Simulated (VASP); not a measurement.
# RbCd4P3 (R-3m) in VASP: notebook

Runs on RbCd4P3. Level: r2SCAN. Tasks: single point.

Program: VASP 6.6.1. These are calculated values, not measurements. Logs are shortened: lines on timing, memory, paths and dates and some standing lists are left out, and cuts for length are marked.

## 1. The cell of the first run

The structure is trigonal, space group R-3m (No. 166). Conventional cell: a = 4.380 Å, b = 4.380 Å, c = 36.662 Å, α = 90.00°, β = 90.00°, γ = 120.00°. Rb (site symmetry -3m) has 6 P at 3.50 Å and 6 Cd at 3.84 Å and 6 Rb at 4.38 Å within 4.6 Å. Within 3.4 Å of Cd (site symmetry 3m) lie 4 P at 2.57 to 3.22 Å and 3 Cd at 3.29 Å. Within 3.4 Å of Cd (site symmetry 3m) lie 4 P at 2.58 to 2.76 Å and 6 Cd at 3.29 to 3.37 Å. P (site symmetry 3m) has 4 Cd at 2.57 to 2.58 Å and 3 Rb at 3.50 Å within 3.5 Å. P (site symmetry -3m) has 8 Cd at 2.76 to 3.22 Å within 3.6 Å.

## 2. Single point, r2SCAN

File POSCAR:

```
RbCd4P3
1.0
    4.3798154962     -0.0000002864     -0.0000000610
   -2.1899075001      3.7930316268     -0.0000000223
   -2.1899074951      1.2643441414     12.2205992739
Rb Cd P
1 4 3
Direct
    0.5000000000      0.5000000000      0.5000000000
    0.0878178961      0.9121821039      0.2634536884
    0.9121821039      0.0878178961      0.7365463116
    0.3029513665      0.6970486335      0.9088540996
    0.6970486335      0.3029513665      0.0911459004
    0.2325583880      0.7674416120      0.6976751639
    0.7674416120      0.2325583880      0.3023248361
    0.0000000000      0.0000000000      0.0000000000
```

File INCAR.step1:

```
PREC = Accurate ; ENCUT = 520
ISMEAR = -1 ; SIGMA = 0.1
LREAL = False ; LASPH = True
NELM = 100 ; NBANDS = 46
GGA = PE ; ALGO = Normal
EDIFF = 1E-4 ; LWAVE = True
LCHARG = False
```

File INCAR.step2:

```
PREC = Accurate ; ENCUT = 520
EDIFF = 1E-6 ; ISMEAR = -1
SIGMA = 0.1 ; LREAL = False
LASPH = True ; NELM = 100
ALGO = Normal ; ISIF = 2
LWAVE = False ; LCHARG = True
METAGGA = R2SCAN ; LMIXTAU = True
LELF = True ; LVHAR = True
NBANDS = 46 ; ISTART = 1
```

File KPOINTS:

```
regular mesh
0
Gamma
  5 5 5
```

Potentials or basis: VASP PAW PBE potentials, release 64 (Rb_sv, Cd, P).

Started as:

```console
cat potpaw_PBE.64/Rb_sv/POTCAR potpaw_PBE.64/Cd/POTCAR potpaw_PBE.64/P/POTCAR > POTCAR
cp INCAR.step1 INCAR
mpirun -np 1 vasp_std > vasp.out
cp INCAR.step2 INCAR
mpirun -np 1 vasp_std > vasp.out
```

OUTCAR:

```text
PREC = Accurate
   ENCUT = 520
   EDIFF = 1E-6
   ISMEAR = -1
   LREAL = False
   LASPH = True
   NELM = 100
   ISIF = 2
   METAGGA = R2SCAN
   ISTART = 1

 ion  position               nearest neighbor table
   1  0.500  0.500  0.500-   6 3.50   7 3.50   7 3.50   6 3.50   6 3.50   7 3.50   3 3.84   2 3.84
                             2 3.84   3 3.84   2 3.84   3 3.84
   2  0.088  0.912  0.263-   7 2.57   7 2.57   7 2.57   8 3.22   5 3.29   5 3.29   5 3.29   1 3.84
                             1 3.84   1 3.84
   3  0.912  0.088  0.737-   6 2.57   6 2.57   6 2.57   8 3.22   4 3.29   4 3.29   4 3.29   1 3.84
                             1 3.84   1 3.84
   4  0.303  0.697  0.909-   6 2.58   8 2.76   8 2.76   8 2.76   3 3.29   3 3.29   3 3.29   5 3.37
                             5 3.37   5 3.37
   5  0.697  0.303  0.091-   7 2.58   8 2.76   8 2.76   8 2.76   2 3.29   2 3.29   2 3.29   4 3.37
                             4 3.37   4 3.37
   6  0.233  0.767  0.698-   3 2.57   3 2.57   3 2.57   4 2.58   1 3.50   1 3.50   1 3.50
   7  0.767  0.233  0.302-   2 2.57   2 2.57   2 2.57   5 2.58   1 3.50   1 3.50   1 3.50
   8  0.000  0.000  0.000-   4 2.76   5 2.76   4 2.76   5 2.76   5 2.76   4 2.76   2 3.22   3 3.22

  LATTYP: Found a trigonal (rhomboedric) cell.
 ALAT       =    12.4794754520
 COS(alpha) =     0.9384130107

  Lattice vectors:

 A1 = (   0.0000000050,  -2.5286874854,  12.2205992962)
 A2 = (   2.1899080011,   1.2643438550,  12.2205992129)
 A3 = (  -2.1899074951,   1.2643441414,  12.2205992739)

Analysis of symmetry for initial positions (statically):
=====================================================================
 Subroutine PRICEL returns:
 Original cell was already a primitive cell.

 Routine SETGRP: Setting up the symmetry group for a
 trigonal (rhombohedral) supercell.

 Subroutine GETGRP returns: Found 12 space group operations
 (whereof 12 operations were pure point group operations)
 out of a pool of 12 trial point group operations.

The static configuration has the point symmetry D_3d.

Analysis of symmetry for dynamics (positions and initial velocities):
=====================================================================
 Subroutine PRICEL returns:
 Original cell was already a primitive cell.

 Routine SETGRP: Setting up the symmetry group for a
 trigonal (rhombohedral) supercell.

 Subroutine GETGRP returns: Found 12 space group operations
 (whereof 12 operations were pure point group operations)
 out of a pool of 12 trial point group operations.

The dynamic configuration has the point symmetry D_3d.

 Subroutine INISYM returns: Found 12 space group operations
[... 110 lines left out ...]
   ISYM   =      2    0-nonsym 1-usesym 2-fastsym
   POTIM  = 0.5000    time-step for ionic-motion
   TEBEG  =    0.0;   TEEND  =   0.0 temperature during run
   PSTRESS=    0.0 pullay stress
   NELECT =      72.0000    total number of electrons
   NUPDOWN=      -1.0000    fix difference up-down
   EMIN   =  10.00;   EMAX   =-10.00  energy-range for DOS
   EFERMI =   0.00;   METHOD = LEGACY
   ISMEAR =    -1;   SIGMA  =   0.10  broadening in eV -4-tet -1-fermi 0-gaus
   EFERMI_NEDOS =   21; number of points for ismear=-14 and -15
   IALGO  =     38    algorithm
   IMIX   =      4    mixing-type and parameters
     AMIX     =   0.40;   BMIX     =  1.00
     AMIX_MAG =   1.60;   BMIX_MAG =  1.00
  volume/ion in A,a.u.               =      25.38       171.25
  Fermi-wavevector in a.u.,A,eV,Ry     =   1.158797  2.189809 18.270050  1.342811
  Thomas-Fermi vector in A             =   2.295396
   LORBIT       =      0    0 simple, 1 ext, 2 COOP (PROOUT), +10 PAW based schemes
   METAGGA = R2SCAN    functional components
   LHFCALC =     F    Hartree Fock is set to
   AEXX    =    0.0000 exact exchange contribution
   IVDW    =     0    specifies the selected vdW correction
   LEPSILON=     F    determine dielectric tensor
   LRPA    =     F    only Hartree local field effects (RPA)
 non-spin polarized calculation
  energy-cutoff  :      520.00
  volume of cell :      203.02
 maximum number of plane-waves:      5487
 NGX is ok and might be reduce to    36
   NGX = 17   NGY = 17   NGZ = 47

 number of electron      72.0000014 magnetization

 Free energy of the ion-electron system (eV)
  ---------------------------------------------------
  ext. energy  EPLUGINS =         0.00000000
  ---------------------------------------------------
  free energy    TOTEN  =      -123.48867533 eV

  energy without entropy =     -123.48003299  energy(sigma->0) =     -123.48435416

 E-fermi :   2.6424     XC(G=0):  -9.8799

 val. band max:        2.4198801656   @ k =   0.0000   0.0000   0.0000
 cond. band min:       2.7062335242   @ k =   0.0000   0.0000   0.0000
 fundamental gap:      0.2863533587
 Fermi energy:         2.6424387685

 k-point     1 :       0.0000    0.0000    0.0000
  band No.  band energies     occupation
      1     -25.7462      2.00000
      2      -9.6591      2.00000
      3      -9.2437      2.00000
      4      -9.2437      2.00000
      5      -9.0636      2.00000
      6      -8.6608      2.00000
[... 920 lines left out ...]
     45       7.5403      0.00000
     46       7.7755      0.00000

------------------------ aborting loop because EDIFF is reached ----------------------------------------

  FORCE on cell =-STRESS in cart. coord.  units (eV):
  Direction    XX          YY          ZZ          XY          YZ          ZX
  --------------------------------------------------------------------------------------
  -------------------------------------------------------------------------------------
  Total        0.2289798      0.2289798      0.2384935     -0.0000000      0.0000000      0.0000000
  in kB        1.8070619      1.8070619      1.8821419     -0.0000000      0.0000000      0.0000000
  external PRESSURE =       1.8320886 kB  Pullay stress =       0.0000000 kB

 VOLUME and BASIS-vectors are now :
 -----------------------------------------------------------------------------
  energy-cutoff  :      520.00
  volume of cell :      203.02
      direct lattice vectors                 reciprocal lattice vectors
     4.379815496 -0.000000286 -0.000000061     0.228320129  0.131820668  0.027276344
    -2.189907500  3.793031627 -0.000000022     0.000000017  0.263641365 -0.027276353
    -2.189907495  1.264344141 12.220599274     0.000000001  0.000000001  0.081829048

 POSITION                                       TOTAL-FORCE (eV/Angst)
 -----------------------------------------------------------------------------------
      0.00000      2.52869      6.11030         0.000000      0.000000      0.000000
     -2.18991      3.79303      3.21956         0.000000      0.000000      0.011782
      2.18991      1.26434      9.00104        -0.000000     -0.000000     -0.011782
     -2.18991      3.79303     11.10674         0.000000      0.000000      0.001996
      2.18991      1.26434      1.11386        -0.000000     -0.000000     -0.001996
     -2.18991      3.79303      8.52601        -0.000000     -0.000000     -0.018301
      2.18991      1.26434      3.69459         0.000000      0.000000      0.018301
      0.00000      0.00000      0.00000         0.000000     -0.000000      0.000000
 -----------------------------------------------------------------------------------
    total drift:                               -0.000000     -0.000000     -0.000000

  FREE ENERGIE OF THE ION-ELECTRON SYSTEM (eV)
  ---------------------------------------------------
  free  energy   TOTEN  =      -123.4886753334 eV

  energy  without entropy=     -123.4800329888  energy(sigma->0) =     -123.48435416
```

It took 5 min on 1 thread of Intel Xeon 6975P-C (Granite Rapids), shared host; peak memory 0.47 GiB.

Results:

```
Free energy            : -123.4887 eV
Pressure               : 0.2 GPa
Largest force          : 0.018 eV/Å
Band gap on the k mesh : 0.29 eV
```

Forces on the atoms (eV/Å):
```
Rb   0.000  0.000  0.000
Cd   0.000  0.000  0.012
Cd   0.000  0.000 -0.012
Cd   0.000  0.000  0.002
Cd   0.000  0.000 -0.002
P    0.000  0.000 -0.018
P    0.000  0.000  0.018
P    0.000  0.000  0.000
```

Caveat: semilocal functionals underestimate gaps, and a narrow one can read as zero; the PAW data sets were made with another functional, which shifts forces and pressure a little.

## 3. Single point, r2SCAN

File POSCAR:

```
RbCd4P3
1.0
    4.3798140622     -0.0000002864     -0.0000000610
   -2.1899067831      3.7930303849     -0.0000000223
   -2.1899067781      1.2643437274     12.2206396032
Rb Cd P
1 4 3
Direct
    0.5000000000      0.5000000000      0.5000000000
    0.0878175359      0.9121824641      0.2634526078
    0.9121824641      0.0878175359      0.7365473922
    0.3029514108      0.6970485892      0.9088542324
    0.6970485892      0.3029514108      0.0911457676
    0.2325587120      0.7674412880      0.6976761359
    0.7674412880      0.2325587120      0.3023238641
    0.0000000000      0.0000000000      0.0000000000
```

File INCAR.step1:

```
SYSTEM = RbCd4P3
  ALGO = Normal
  EDIFF = 1E-4
  ENCUT = 520
  GGA = PE
  ISMEAR = -1
  LASPH = .TRUE.
  LCHARG = .FALSE.
  LREAL = .FALSE.
  LWAVE = .TRUE.
  NBANDS = 46
  NELM = 80
  PREC = Accurate
  SIGMA = 0.1
```

File INCAR.step2:

```
SYSTEM = RbCd4P3
  ALGO = Normal
  EDIFF = 1E-6
  ENCUT = 520
  ISIF = 2
  ISMEAR = -1
  ISTART = 1
  LASPH = .TRUE.
  LCHARG = .TRUE.
  LELF = .TRUE.
  LMIXTAU = .TRUE.
  LREAL = .FALSE.
  LVHAR = .TRUE.
  LWAVE = .FALSE.
  METAGGA = R2SCAN
  NBANDS = 46
  NELM = 80
  PREC = Accurate
  SIGMA = 0.1
```

File KPOINTS:

```
k-points
0
G
  5 5 5
  0 0 0
```

Potentials or basis: VASP PAW PBE potentials, release 64 (Rb_sv, Cd, P).

Started as:

```console
cat potpaw_PBE.64/Rb_sv/POTCAR potpaw_PBE.64/Cd/POTCAR potpaw_PBE.64/P/POTCAR > POTCAR
cp INCAR.step1 INCAR
mpirun -np 1 vasp_std > vasp.out
cp INCAR.step2 INCAR
mpirun -np 1 vasp_std > vasp.out
```

Run time: 5.4 min. Hardware: 1 thread of Intel Xeon 6975P-C (Granite Rapids), shared host; peak memory 0.47 GiB.

The run converged. Its results:

- Free energy: -123.4887 eV
- Pressure: 0.2 GPa
- Largest force: 0.018 eV/Å
- Band gap on the k mesh: 0.29 eV

Forces in eV/Å, atoms in the order of the input:
```
Rb   0.000  0.000  0.000
Cd   0.000  0.000  0.012
Cd   0.000  0.000 -0.012
Cd   0.000  0.000  0.002
Cd   0.000  0.000 -0.002
P    0.000  0.000 -0.018
P    0.000  0.000  0.018
P    0.000  0.000  0.000
```

Levels at points of the mesh, in eV from the valence-band top:
```tsv
k point	band 33	band 34	band 35	band 36	band 37	band 38	band 39	band 40
(0.00, 0.00, 0.00)	-0.33	-0.33	0.00	0.00	0.29	1.06	1.60	3.05
```

Caveat: semilocal functionals underestimate gaps, and a narrow one can read as zero; the PAW data sets were made with another functional, which shifts forces and pressure a little. A k mesh can miss the band edges.
